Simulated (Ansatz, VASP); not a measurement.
**Two plane-wave programs on Zr**

```
Zr
1.0
     3.14943    0.00000    0.00000
    -1.57471    2.72748    0.00000
     0.00000    0.00000    5.07041
Zr
2
Direct
  0.33333 0.66667 0.25000
  0.66667 0.33333 0.75000
```

Alike in both runs: task single point; functional LDA; k mesh 19 × 19 × 10; occupations fermi-dirac, width 0.05 eV; collinear spin.

|  | VASP | Ansatz |
| --- | --- | --- |
| version | VASP 6.6.1 | Ansatz 0.2.0 |
| potentials or method | VASP PAW LDA potentials, release 64 (Zr_sv), cutoff 520 eV | plane waves (420 eV) with PAW, scalar-relativistic |
| valence electrons in the cell | 24 | 24 |

|  | VASP | Ansatz | Ansatz less VASP |
| --- | --- | --- | --- |
| net moment per atom (μB) | 0.00 | 0.00 | 0.000 |

Ansatz warns that its potentials were made for another functional, while VASP's fit it. LDA's correlation is that of Perdew and Zunger in VASP and of Perdew and Wang (1992) in Ansatz. Ansatz's warnings: seeded moment not kept.
